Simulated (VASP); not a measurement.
Write the native input for VASP 6.6.1 that does the following.

```
Task                   : relaxation of cell and atoms
Functional             : r2SCAN
Potentials or basis    : VASP PAW PBE potentials, release 64 (Se)
Cutoff                 : 600 eV
k mesh                 : 6 × 6 × 2
Occupations            : gaussian, width 0.1 eV
Spin                   : no spin polarisation
Dipole correction      : no
Further INCAR settings : ALGO = Normal; EDIFF = 1e-06; IBRION = 2; EDIFFG = -0.04; NSW = 90; ISIF = 3
```

Se:

```xyz
4
Lattice="3.6398 0.0000 0.0000 -1.8199 3.1521 0.0000 0.0000 0.0000 9.9132" Properties=species:S:1:pos:R:3 pbc="T T T"
Se    0.0000    0.0000    2.4783
Se    0.0000    0.0000    7.4349
Se    0.0000    2.1014    7.4349
Se    1.8199    1.0507    2.4783
```

The input as run:

POSCAR

```
Se
1.0
    3.6397805508      0.0000000000      0.0000000000
   -1.8198902754      3.1521424212      0.0000000000
    0.0000000000      0.0000000000      9.9132234514
Se
4
Direct
    0.0000000000      0.0000000000      0.2500000000
    0.0000000000      0.0000000000      0.7500000000
    0.3333333333      0.6666666667      0.7500000000
    0.6666666667      0.3333333333      0.2500000000
```

INCAR.step1

```
SYSTEM = Se
PREC = Accurate ; ENCUT = 600
ISMEAR = 0 ; SIGMA = 0.1
LREAL = .FALSE. ; LASPH = .TRUE.
NELM = 100 ; GGA = PE
ALGO = Normal ; EDIFF = 1E-4
LWAVE = .TRUE. ; LCHARG = .FALSE.
```

INCAR.step2

```
SYSTEM = Se
PREC = Accurate ; ENCUT = 600
EDIFF = 1E-6 ; ISMEAR = 0
SIGMA = 0.1 ; LREAL = .FALSE.
LASPH = .TRUE. ; NELM = 100
ALGO = Normal ; ISIF = 3
LWAVE = .FALSE. ; LCHARG = .FALSE.
METAGGA = R2SCAN ; LMIXTAU = .TRUE.
IBRION = 2 ; NSW = 90
EDIFFG = -0.04 ; ISTART = 1
```

KPOINTS

```
Automatic mesh
0
G
  6 6 2
  0 0 0
```

Potentials or basis: VASP PAW PBE potentials, release 64 (Se).

Launch:

```sh
$ cat potpaw_PBE.64/Se/POTCAR > POTCAR
$ cp INCAR.step1 INCAR
$ mpirun -np 1 vasp_std > vasp.out
$ cp INCAR.step2 INCAR
$ mpirun -np 1 vasp_std > vasp.out
```

It gave:

The relaxed volume is 25.19 Å³/atom. The relaxed cell is a = 4.527 Å, b = 4.527 Å, c = 5.677 Å, α = 90.00°, β = 90.00°, γ = 120.00°, the space group after relaxing (to 0.05 Å) is P6_3/mmc (No. 194) and the energy gained by relaxing is 2209.6 meV/atom. The ionic steps are 24 and the pressure after relaxing is -0.1 GPa.

Caveat: the PAW data sets were made with another functional, which shifts forces and pressure a little.

Run time: 30 min on 1 thread of Intel(R) Xeon(R) 6975P-C (Granite Rapids), with other jobs on the host, peak memory 0.3 GiB.
